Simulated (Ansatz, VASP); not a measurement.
**Fe in VASP and in Ansatz**

```
CELL_PARAMETERS angstrom
0.00000 1.76350 1.76350
1.76350 0.00000 1.76350
1.76350 1.76350 0.00000
ATOMIC_POSITIONS crystal
Fe 0.00000 0.00000 0.00000
```

Change from the starting cell: parallel moments scaled by 0.1, free total moment.

Alike in both runs: task single point; functional PBE; k mesh 11 × 11 × 11; occupations fermi-dirac, width 0.1 eV; collinear spin.

|  | VASP | Ansatz |
| --- | --- | --- |
| version | VASP 6.6.1 | Ansatz 0.2.0 |
| potentials or method | VASP PAW PBE potentials, release 64 (Fe), cutoff 520 eV | PAW, plane waves, scalar-relativistic |
| valence electrons in the cell | 8 | 16 |

VASP gave:

| Item | Value |
| --- | --- |
| pressure (GPa) | -16.1 |
| net moment per atom (μB) | 0.00 |
| size of the moment on the site where the two differ most (μB) | 0.00 |

**Question.** What did Ansatz give for the same quantities?

**Answer.** Pressure (GPa): -6.6; net moment per atom (μB): 1.20; size of the moment on the site where the two differ most (μB): 1.22.

The net moments are unlike, so the other rows may belong to different states. Site moments also hang on the region over which each program counts them. VASP's potentials hold 8 valence electrons a cell and Ansatz's 16, so a difference there can come from the potentials and not from the codes. Ansatz's warnings: spin hold released.
